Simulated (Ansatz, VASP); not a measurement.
# One calculation of Sn, two programs

```
Sn
1.0
    -1.72654    1.77555    2.33834
     1.72654   -1.77555    2.33834
     1.72654    1.77555   -2.33834
Sn
1
Direct
  0.00000 0.00000 0.00000
```

Alike in both runs: task single point; functional PBEsol; k mesh 6 × 6 × 6; occupations fermi-dirac, width 0.1 eV; no spin polarisation.

```csv
,VASP,Ansatz
version,VASP 6.6.1,Ansatz 0.2.0
potentials or method,"VASP PAW PBE potentials, release 64 (Sn_d), cutoff 500 eV","plane waves, PAW"
valence electrons in the cell,14,14
```

|  | VASP | Ansatz | Ansatz less VASP |
| --- | --- | --- | --- |
| pressure (GPa) | -2.8 | -2.8 | +0.04 |
| traceless stress, the component that is largest in VASP (GPa) | 1.94 | 1.93 | -0.002 |

VASP's potentials were made for PBE, not for PBEsol.

The k mesh is coarse, so the values compare programs but aren't converged.
